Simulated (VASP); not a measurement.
# W2CN4 (Fd-3m) in VASP: single point with PBE

Aim: the single point of W2CN4 with PBE.

Everything below comes from runs of VASP 6.6.1. Logs are shortened: lines on timing, memory, paths and dates and some standing lists are left out, and cuts for length are marked.

## (1) The cell of the first run

Symmetry: Fd-3m, No. 227, cubic system. Conventional cell: a = 7.942 Å, b = 7.942 Å, c = 7.942 Å, α = 90.00°, β = 90.00°, γ = 90.00°. Within 2.9 Å of W (site symmetry -3m) lie 6 N at 2.12 Å and 6 W at 2.81 Å. Within 2.0 Å of C (site symmetry -43m) lie 4 N at 1.50 Å. N (site symmetry 3m) has 1 C at 1.50 Å within 2.0 Å.

## (2) Single point, PBE

Contents of INCAR:

```
SYSTEM = W2CN4
  PREC = Accurate
  ENCUT = 910
  EDIFF = 1E-6
  ISMEAR = 0
  SIGMA = 0.1
  LREAL = .False.
  LASPH = .True.
  NELM = 120
  ALGO = Normal
  ISIF = 2
  LWAVE = .False.
  LCHARG = .True.
  GGA = PE
  LELF = .True.
  LVHAR = .True.
  NBANDS = 65
  GGA_COMPAT = .False.
```

Contents of KPOINTS:

```
regular mesh
0
Gamma
  8 8 8
  0 0 0
```

Contents of POSCAR:

```
W2CN4
1.0
    0.0000000000      3.9707983151      3.9707983151
    3.9707983151      0.0000000000      3.9707983151
    3.9707983151      3.9707983151      0.0000000000
W C N
4 2 8
Direct
    0.6250000000      0.1250000000      0.6250000000
    0.6250000000      0.6250000000      0.1250000000
    0.1250000000      0.6250000000      0.6250000000
    0.6250000000      0.6250000000      0.6250000000
    0.0000000000      0.0000000000      0.0000000000
    0.2500000000      0.2500000000      0.2500000000
    0.8907456963      0.8907456963      0.3277629110
    0.8907456963      0.3277629110      0.8907456963
    0.3277629110      0.8907456963      0.8907456963
    0.8907456963      0.8907456963      0.8907456963
    0.3592543037      0.9222370890      0.3592543037
    0.3592543037      0.3592543037      0.9222370890
    0.3592543037      0.3592543037      0.3592543037
    0.9222370890      0.3592543037      0.3592543037
```

Potentials or basis: VASP PAW PBE potentials, release 64 (W_sv, C_h, N_h).

The run is started by

```sh
cat potpaw_PBE.64/W_sv/POTCAR potpaw_PBE.64/C_h/POTCAR potpaw_PBE.64/N_h/POTCAR > POTCAR
mpirun -np 1 vasp_std > vasp.out
```

OUTCAR:

```text
SYSTEM = W2CN4
   PREC = Accurate
   ENCUT = 910
   EDIFF = 1E-6
   ISMEAR = 0
   LREAL = .False.
   LASPH = .True.
   NELM = 120
   ISIF = 2
   GGA = PE

 ion  position               nearest neighbor table
   1  0.625  0.125  0.625-  10 2.12  13 2.12  12 2.12   7 2.12   9 2.12  14 2.12   4 2.81   2 2.81
                             2 2.81   3 2.81   4 2.81   3 2.81
   2  0.625  0.625  0.125-  10 2.12  13 2.12   8 2.12  11 2.12   9 2.12  14 2.12   4 2.81   1 2.81
                             3 2.81   4 2.81   1 2.81   3 2.81
   3  0.125  0.625  0.625-  10 2.12  13 2.12  12 2.12   7 2.12   8 2.12  11 2.12   4 2.81   2 2.81
                             1 2.81   1 2.81   2 2.81   4 2.81
   4  0.625  0.625  0.625-   8 2.12   9 2.12  11 2.12  14 2.12  12 2.12   7 2.12   1 2.81   2 2.81
                             3 2.81   2 2.81   1 2.81   3 2.81
   5  0.000  0.000  0.000-   7 1.50   8 1.50   9 1.50  10 1.50
   6  0.250  0.250  0.250-  11 1.50  12 1.50  14 1.50  13 1.50
   7  0.891  0.891  0.328-   5 1.50   4 2.12   1 2.12   3 2.12
   8  0.891  0.328  0.891-   5 1.50   4 2.12   2 2.12   3 2.12
   9  0.328  0.891  0.891-   5 1.50   4 2.12   2 2.12   1 2.12
  10  0.891  0.891  0.891-   5 1.50   2 2.12   3 2.12   1 2.12
  11  0.359  0.922  0.359-   6 1.50   4 2.12   2 2.12   3 2.12
  12  0.359  0.359  0.922-   6 1.50   4 2.12   1 2.12   3 2.12
  13  0.359  0.359  0.359-   6 1.50   2 2.12   3 2.12   1 2.12
  14  0.922  0.359  0.359-   6 1.50   4 2.12   2 2.12   1 2.12

  LATTYP: Found a face centered cubic cell.
 ALAT       =     7.9415966302

  Lattice vectors:

 A1 = (   0.0000000000,   3.9707983151,   3.9707983151)
 A2 = (   3.9707983151,   0.0000000000,   3.9707983151)
 A3 = (   3.9707983151,   3.9707983151,   0.0000000000)

Analysis of symmetry for initial positions (statically):
=====================================================================
 Subroutine PRICEL returns:
 Original cell was already a primitive cell.

 Routine SETGRP: Setting up the symmetry group for a
 face centered cubic supercell.

 Subroutine GETGRP returns: Found 48 space group operations
 (whereof 24 operations were pure point group operations)
 out of a pool of 48 trial point group operations.

The static configuration has the point symmetry T_d .
 The point group associated with its full space group is O_h .

Analysis of symmetry for dynamics (positions and initial velocities):
=====================================================================
 Subroutine PRICEL returns:
 Original cell was already a primitive cell.

 Routine SETGRP: Setting up the symmetry group for a
 face centered cubic supercell.

 Subroutine GETGRP returns: Found 48 space group operations
 (whereof 24 operations were pure point group operations)
[... 147 lines left out ...]
     AMIX_MAG =   1.60;   BMIX_MAG =  1.00
  volume/ion in A,a.u.               =       8.94        60.36
  Fermi-wavevector in a.u.,A,eV,Ry     =   1.538856  2.908017 32.219674  2.368079
  Thomas-Fermi vector in A             =   2.645166
   LORBIT       =      0    0 simple, 1 ext, 2 COOP (PROOUT), +10 PAW based schemes
   GGA     = PE    functional components
   LHFCALC =     F    Hartree Fock is set to
   AEXX    =    0.0000 exact exchange contribution
   IVDW    =     0    specifies the selected vdW correction
   LEPSILON=     F    determine dielectric tensor
   LRPA    =     F    only Hartree local field effects (RPA)
 non-spin polarized calculation
 Gauss-broadening in eV      SIGMA  =   0.10
  energy-cutoff  :      910.00
  volume of cell :      125.22
 maximum number of plane-waves:      7848
   NGX = 27   NGY = 27   NGZ = 27

 number of electron     104.0000001 magnetization

 Free energy of the ion-electron system (eV)
  ---------------------------------------------------
  ext. energy  EPLUGINS =         0.00000000
  ---------------------------------------------------
  free energy    TOTEN  =      -136.81373241 eV

  energy without entropy =     -136.78927816  energy(sigma->0) =     -136.80150529

 E-fermi :  10.3440     XC(G=0): -13.1996

 val. band max:       10.3436926158   @ k =  -0.2500   0.1250   0.0000
 cond. band min:      10.3647080060   @ k =   0.5000   0.2500   0.1250
 fundamental gap:      0.0210153902
 Fermi energy:        10.3439803785

 k-point     1 :       0.0000    0.0000    0.0000
  band No.  band energies     occupation
      1     -64.4039      2.00000
      2     -64.3116      2.00000
      3     -64.3116      2.00000
      4     -64.3116      2.00000
      5     -29.6093      2.00000
      6     -28.9768      2.00000
[... 1597 lines left out ...]
     63      15.3531      0.00000
     64      15.5499      0.00000

 [... further k-points ...]

 [bands above 64 left out]

------------------------ aborting loop because EDIFF is reached ----------------------------------------

  FORCE on cell =-STRESS in cart. coord.  units (eV):
  Direction    XX          YY          ZZ          XY          YZ          ZX
  --------------------------------------------------------------------------------------
  -------------------------------------------------------------------------------------
  Total        0.7421956      0.7421956      0.7421956      0.0000000      0.0000000      0.0000000
  in kB        9.4965411      9.4965411      9.4965411      0.0000000      0.0000000      0.0000000
  external PRESSURE =       9.4965411 kB  Pullay stress =       0.0000000 kB

 VOLUME and BASIS-vectors are now :
 -----------------------------------------------------------------------------
  energy-cutoff  :      910.00
  volume of cell :      125.22
      direct lattice vectors                 reciprocal lattice vectors
     0.000000000  3.970798315  3.970798315    -0.125919264  0.125919264  0.125919264
     3.970798315  0.000000000  3.970798315     0.125919264 -0.125919264  0.125919264
     3.970798315  3.970798315  0.000000000     0.125919264  0.125919264 -0.125919264

 POSITION                                       TOTAL-FORCE (eV/Angst)
 -----------------------------------------------------------------------------------
      2.97810      4.96350      2.97810         0.000000      0.000000      0.000000
      2.97810      2.97810      4.96350         0.000000      0.000000      0.000000
      4.96350      2.97810      2.97810         0.000000      0.000000      0.000000
      4.96350      4.96350      4.96350         0.000000      0.000000      0.000000
      0.00000      0.00000      0.00000         0.000000      0.000000      0.000000
      1.98540      1.98540      1.98540         0.000000      0.000000      0.000000
      4.83845      4.83845      7.07394        -0.047746     -0.047746      0.047746
      4.83845      7.07394      4.83845        -0.047746      0.047746     -0.047746
      7.07394      4.83845      4.83845         0.047746     -0.047746     -0.047746
      7.07394      7.07394      7.07394         0.047746      0.047746      0.047746
      5.08854      2.85305      5.08854         0.047746     -0.047746      0.047746
      5.08854      5.08854      2.85305         0.047746      0.047746     -0.047746
      2.85305      2.85305      2.85305        -0.047746     -0.047746     -0.047746
      2.85305      5.08854      5.08854        -0.047746      0.047746      0.047746
 -----------------------------------------------------------------------------------
    total drift:                               -0.000000     -0.000000      0.000000

  FREE ENERGIE OF THE ION-ELECTRON SYSTEM (eV)
  ---------------------------------------------------
  free  energy   TOTEN  =      -136.8137324119 eV

  energy  without entropy=     -136.7892781649  energy(sigma->0) =     -136.80150529
```

stdout:

```text
POSCAR found type information on POSCAR W C N
 POSCAR found :  3 types and      14 ions
 scaLAPACK will be used
 LDA part: xc-table for (Slater+PW92), standard interpolation
 POSCAR, INCAR and KPOINTS ok, starting setup
 FFT: planning ... GRIDC
 FFT: planning ... GRID_SOFT
 FFT: planning ... GRID
 WAVECAR not read
 entering main loop
```

Run time: 7.6 min. Hardware: 1 thread of Intel Xeon 6975P-C (Granite Rapids), shared host; peak memory 0.66 GiB.

Results:

```
Free energy            : -136.8137 eV
Pressure               : 0.9 GPa
Largest force          : 0.083 eV/Å
Band gap on the k mesh : zero (bands 52 and 53 overlap by 1.55 eV)
```

Forces on the atoms (eV/Å):
```
W    0.000  0.000  0.000
W    0.000  0.000  0.000
W    0.000  0.000  0.000
W    0.000  0.000  0.000
C    0.000  0.000  0.000
C    0.000  0.000  0.000
N   -0.048 -0.048  0.048
N   -0.048  0.048 -0.048
N    0.048 -0.048 -0.048
N    0.048  0.048  0.048
N    0.048 -0.048  0.048
N    0.048  0.048 -0.048
N   -0.048 -0.048 -0.048
N   -0.048  0.048  0.048
```

Caveat: the cutoff is under 1.25 times the usual one of these potentials, so pressure, stress and relaxed cells hold a basis-set (Pulay) error; spin-orbit coupling is left out, which moves the levels of the heavy elements.
